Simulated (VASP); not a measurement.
Cs4In:

```
CELL_PARAMETERS angstrom
6.60288 0.00000 0.00000
0.00000 6.60288 0.00000
0.00000 0.00000 6.60288
ATOMIC_POSITIONS crystal
Cs 0.24378 0.75622 0.75622
Cs 0.75622 0.24378 0.75622
Cs 0.75622 0.75622 0.24378
Cs 0.24378 0.24378 0.24378
In 0.00000 0.00000 0.00000
```

The cell was generated, and may not be a known phase.

```yaml
Program: VASP 6.6.1
Task: relaxation of cell and atoms
Functional: PBE
Potentials_or_basis: VASP PAW PBE potentials, release 64 (Cs_sv, In_d)
Cutoff: 600 eV
k_mesh: 4 × 4 × 4
Occupations: gaussian, width 0.1 eV
Spin: no spin polarisation
```

At the start: pressure 8.2 GPa; volume 57.57 Å³/atom.

Task: How do energy, volume and symmetry change on relaxing?

Result: Over 12 steps the energy falls by 916.9 meV/atom and the volume is 97.63 Å³/atom (+69.6 %); space group P-43m (No. 215, to 0.1 Å) before and after.

Step by step:
| step | energy change (eV) | largest force (eV/Å) | pressure (GPa) | volume (Å³) |
| --- | --- | --- | --- | --- |
| 1 | 0.0000 | 3.7454 | 8.16 | 287.87 |
| 2 | -4.2998 | 0.5191 | 0.87 | 428.07 |
| 3 | -4.4721 | 0.3095 | 0.43 | 457.35 |
| 4 | -4.5744 | 0.0375 | -0.08 | 519.86 |
| 5 | -4.5757 | 0.0574 | -0.03 | 513.29 |
| 6 | -4.5750 | 0.0772 | 0.00 | 507.91 |
| 7 | -4.5760 | 0.0736 | 0.00 | 506.44 |
| 8 | -4.5784 | 0.0688 | 0.01 | 502.05 |
| 9 | -4.5816 | 0.0611 | 0.04 | 493.35 |
| 10 | -4.5810 | 0.0382 | 0.10 | 476.24 |
| 11 | -4.5825 | 0.0508 | 0.07 | 485.62 |
| 12 | -4.5846 | 0.0366 | 0.05 | 488.13 |

Final structure:
```
CELL_PARAMETERS angstrom
7.87367 0.00000 0.00000
0.00000 7.87367 0.00000
0.00000 0.00000 7.87367
ATOMIC_POSITIONS crystal
Cs 0.26984 0.73016 0.73016
Cs 0.73016 0.26984 0.73016
Cs 0.73016 0.73016 0.26984
Cs 0.26984 0.26984 0.26984
In 0.00000 0.00000 0.00000
```

Caveat: the volume moved by over 15 % at a fixed basis, so the end points are rough.
